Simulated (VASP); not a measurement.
Wanted: the native input for a VASP 6.6.1 run.

* Task: single point
* Functional: LDA
* Potentials or basis: VASP PAW LDA potentials, release 64 (In_d, P)
* Cutoff: 520 eV
* k mesh: 8 × 8 × 8
* Occupations: fermi-dirac, width 0.05 eV
* Spin: no spin polarisation
* Dipole correction: no
* Further INCAR settings: ALGO = Normal; EDIFF = 1e-06; NBANDS = 16

The structure of InP lies in POSCAR:

```
InP
1.0
    0.0000000000      2.9305000000      2.9305000000
    2.9305000000      0.0000000000      2.9305000000
    2.9305000000      2.9305000000      0.0000000000
In P
1 1
Direct
    0.0000000000      0.0000000000      0.0000000000
    0.7500000000      0.7500000000      0.7500000000
```

The input as run:

INCAR

```
PREC = Accurate
ENCUT = 520
EDIFF = 1E-6
ISMEAR = -1
SIGMA = 0.05
LREAL = F
LASPH = T
NELM = 80
ALGO = Normal
ISIF = 2
LWAVE = F
LCHARG = F
NBANDS = 16
```

KPOINTS

```
Automatic mesh
0
Gamma
  8 8 8
```

Potentials or basis: VASP PAW LDA potentials, release 64 (In_d, P).

Run with:

```bash
$ cat potpaw_LDA.64/In_d/POTCAR potpaw_LDA.64/P/POTCAR > POTCAR
$ mpirun -np 1 vasp_std > vasp.out
```

It gave:

The pressure is -1.2 GPa and the band gap on the k mesh is 0.51 eV, direct.

Caveat: spin-orbit coupling is left out, which moves the levels of the heavy elements.

Run time: 11 s on 1 thread of AMD EPYC 9R45 96-Core Processor (Zen 5), with other jobs on the host, peak memory 0.13 GiB.
